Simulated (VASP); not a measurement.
In2GaN: single point with PBE

Crystal: In2GaN.

```
In Ga N
1.0
     2.48943    1.43727    5.72807
    -2.48943    1.43727    5.72807
     0.00000   -2.87455    5.72807
In Ga N
2 1 1
Direct
  0.11629 0.11629 0.11629
  0.88371 0.88371 0.88371
  0.50000 0.50000 0.50000
  0.00000 0.00000 0.00000
```

The cell was built from a structure type or drawn by symmetry, and may not be a known phase.

```
Program             : VASP 6.6.1
Task                : single point
Functional          : PBE
Potentials or basis : VASP PAW PBE potentials, release 64 (In_d, Ga_d, N)
Cutoff              : 520 eV
k mesh              : 6 × 6 × 6
Occupations         : gaussian, width 0.1 eV
Spin                : collinear spin, ferromagnetic start
Starting moments    : [0.0, 0.0, 0.0, 1.0] μB
```

```json
{
 "Pressure": "0.0 GPa",
 "Largest force": "0.023 eV/Å",
 "Band gap on the k mesh": "zero (filled and empty bands overlap)",
 "Net moment": "0.00 μB per cell",
 "Valence electrons inside the program's atomic spheres": "In 11.44; Ga 11.47; N 3.56"
}
```

Forces in eV/Å, atoms in the order of the input:
```
In   0.000  0.000  0.023
In   0.000  0.000 -0.023
Ga   0.000  0.000  0.000
N    0.000  0.000  0.000
```

Stress tensor (GPa, compression positive):
```
 0.00  0.00  0.00
 0.00  0.00  0.00
 0.00  0.00 -0.13
```

Levels at points of the mesh, in eV from the Fermi level:
Spin up:
| k point | band 19 | band 20 | band 21 | band 22 | band 23 | band 24 | band 25 | band 26 |
| --- | --- | --- | --- | --- | --- | --- | --- | --- |
| (0.00, 0.00, 0.00) | -0.94 | -0.94 | -0.49 | 1.02 | 1.02 | 1.42 | 1.54 | 1.54 |
| (0.50, 0.00, 0.00) | -4.31 | -1.23 | -0.88 | -0.78 | 0.07 | 0.59 | 4.41 | 5.16 |
| (0.50, 0.50, 0.00) | -2.41 | -1.98 | -1.38 | -0.98 | 0.43 | 1.63 | 2.53 | 4.69 |
| (0.50, 0.50, 0.50) | -1.11 | -1.01 | -1.01 | 0.13 | 0.48 | 0.48 | 1.97 | 2.51 |
Spin down:
| k point | band 19 | band 20 | band 21 | band 22 | band 23 | band 24 | band 25 | band 26 |
| --- | --- | --- | --- | --- | --- | --- | --- | --- |
| (0.00, 0.00, 0.00) | -0.94 | -0.94 | -0.49 | 1.02 | 1.02 | 1.42 | 1.54 | 1.54 |
| (0.50, 0.00, 0.00) | -4.31 | -1.23 | -0.88 | -0.78 | 0.07 | 0.59 | 4.41 | 5.16 |
| (0.50, 0.50, 0.00) | -2.41 | -1.98 | -1.38 | -0.98 | 0.43 | 1.63 | 2.53 | 4.69 |
| (0.50, 0.50, 0.50) | -1.11 | -1.01 | -1.01 | 0.13 | 0.48 | 0.48 | 1.97 | 2.51 |

Run time: 3.4 min on 1 thread of Intel(R) Xeon(R) 6975P-C (Granite Rapids), on a shared host, peak memory 0.52 GiB.

Caveat: spin-orbit coupling is left out, which moves the levels of the heavy elements.
